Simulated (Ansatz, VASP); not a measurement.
# One calculation of NaCl, two programs

The input INCAR:

```
SYSTEM = NaCl
ALGO = Normal
EDIFF = 1E-7
ENCUT = 520
GGA = PE
ISIF = 2
ISMEAR = 0
LASPH = .True.
LCHARG = .False.
LREAL = .False.
LWAVE = .False.
NBANDS = 14
NELM = 100
PREC = Accurate
SIGMA = 0.1
```

The input KPOINTS:

```
k-points
0
Gamma
  7 7 7
  0 0 0
```

POSCAR

```
NaCl
1.0
    0.0000000000      2.9129500000      2.9129500000
    2.9129500000      0.0000000000      2.9129500000
    2.9129500000      2.9129500000      0.0000000000
Na Cl
1 1
Direct
    0.0000000000      0.0000000000      0.0000000000
    0.5000000000      0.5000000000      0.5000000000
```

Input for Ansatz:

```yaml
crystal:
  lattice:
    - [0.0, 2.91295, 2.91295]
    - [2.91295, 0.0, 2.91295]
    - [2.91295, 2.91295, 0.0]
  atoms:
    - { symbol: Na, position: [0.0, 0.0, 0.0] }
    - { symbol: Cl, position: [0.5, 0.5, 0.5] }
hamiltonian:
  xc: pbe
  pseudopotentials: { kind: paw }
basis:
  ecutwfc: 420
kpoints:
  mp_grid: { grid: [7, 7, 7] }
scf:
  occupations: { method: gaussian, width: 0.1 }
  lower_state_search: "off"
  algorithm: density_mixing
  max_iter: 50
  mixing: { algorithm: anderson, ndim: 2, beta: 0.5, preconditioner: none }
output:
  forces: true
  stress: true
```

Alike in both runs: task single point; functional PBE; k mesh 7 × 7 × 7; occupations gaussian, width 0.1 eV; no spin polarisation.

|  | VASP | Ansatz |
| --- | --- | --- |
| version | VASP 6.6.1 | Ansatz 0.2.0 |
| potentials or method | VASP PAW PBE potentials, release 64 (Na_pv, Cl), cutoff 520 eV | PAW, plane waves, scalar-relativistic |
| valence electrons in the cell | 14 | 16 |

|  | VASP | Ansatz | Ansatz less VASP |
| --- | --- | --- | --- |
| pressure (GPa) | -1.4 | -1.4 | +0.03 |

With one functional, cell and mesh, what is left measures potentials, basis and numerics. VASP's potentials hold 14 valence electrons a cell and Ansatz's 16, so a difference there can come from the potentials and not from the codes.
